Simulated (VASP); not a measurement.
Wanted: the native input for a VASP 6.6.1 run.

| Property | Result |
| --- | --- |
| Task | single point |
| Functional | PBEsol |
| Potentials or basis | VASP PAW PBE potentials, release 64 (Sr_sv, Cu, Ti_sv, O) |
| Cutoff | 520 eV |
| k mesh | 3 × 3 × 2 |
| Occupations | gaussian, width 0.05 eV |
| Spin | no spin polarisation |
| Dipole correction | no |
| Further INCAR settings | LREAL = Auto; ALGO = Normal; EDIFF = 1e-06; NBANDS = 96 |

The structure of Sr4Ti3CuO12 lies in POSCAR:

```
Sr4Ti3CuO12
1.0
    3.9033639000      3.9033639000      0.0000000000
   -3.9033639000      3.9033639000      0.0000000000
    0.0000000000      0.0000000000      7.8067278000
Sr Cu Ti O
4 1 3 12
Direct
    0.5005489436      0.0003741732      0.2430387891
    0.5006528970      0.0004919305      0.7557448610
    0.0004508967      0.5004022308      0.2430205960
    0.0005097432      0.5003655605      0.7557459547
    0.0004522283      0.0003767232      0.9997182821
    0.0006067437      0.0004475854      0.4997275882
    0.5004190115      0.5004590721      0.9991170116
    0.5005624592      0.5003567228      0.4991130627
    0.0008317476      0.9971366078      0.2575468864
    0.9999811921      0.0037528390      0.7420353094
    0.5001895557      0.5030610042      0.2499405994
    0.5007012073      0.4974099815      0.7497739832
    0.2500286460      0.7472081711      0.9981803427
    0.2528116067      0.7498681011      0.5015751966
    0.7509239659      0.2536261597      0.0016050466
    0.7482557233      0.2510031364      0.4982178741
    0.2535702835      0.2501157008      0.0013361447
    0.2510811461      0.2526943130      0.4985939043
    0.7470406179      0.7509466049      0.9984826013
    0.7499467470      0.7480198912      0.5012534812
```

These files were run (other wordings do the same):

INCAR

```
SYSTEM = Sr4Ti3CuO12
  PREC = Accurate
  ENCUT = 520
  EDIFF = 1E-6
  ISMEAR = 0
  SIGMA = 0.05
  LREAL = Auto
  LASPH = .True.
  NELM = 60
  ALGO = Normal
  ISIF = 2
  LWAVE = .False.
  LCHARG = .False.
  GGA = PS
  NBANDS = 96
```

KPOINTS

```
regular mesh
0
Gamma
  3 3 2
  0 0 0
```

Potentials or basis: VASP PAW PBE potentials, release 64 (Sr_sv, Cu, Ti_sv, O).

Launch:

```sh
$ cat potpaw_PBE.64/Sr_sv/POTCAR potpaw_PBE.64/Cu/POTCAR potpaw_PBE.64/Ti_sv/POTCAR potpaw_PBE.64/O/POTCAR > POTCAR
$ mpirun -np 1 vasp_std > vasp.out
```

Results of the run:

The pressure is -2.2 GPa, the largest force is 0.505 eV/Å and the band gap on the k mesh is zero (an odd number of electrons rules out a gap without spin polarisation).

Caveat: the k points lie up to 0.40 Å⁻¹ apart, too coarse for converged energies and pressures of a metal; the PAW data sets were made with another functional, which shifts forces and pressure a little; an odd number of electrons without spin polarisation forces a metal; a magnetic or distorted state may lie lower; semilocal functionals often make such compounds metallic where correlation or magnetic order opens a gap, which also shifts bond lengths.

Run time: 20 min on 1 thread of AMD EPYC 7571, on a shared host, peak memory 0.38 GiB.
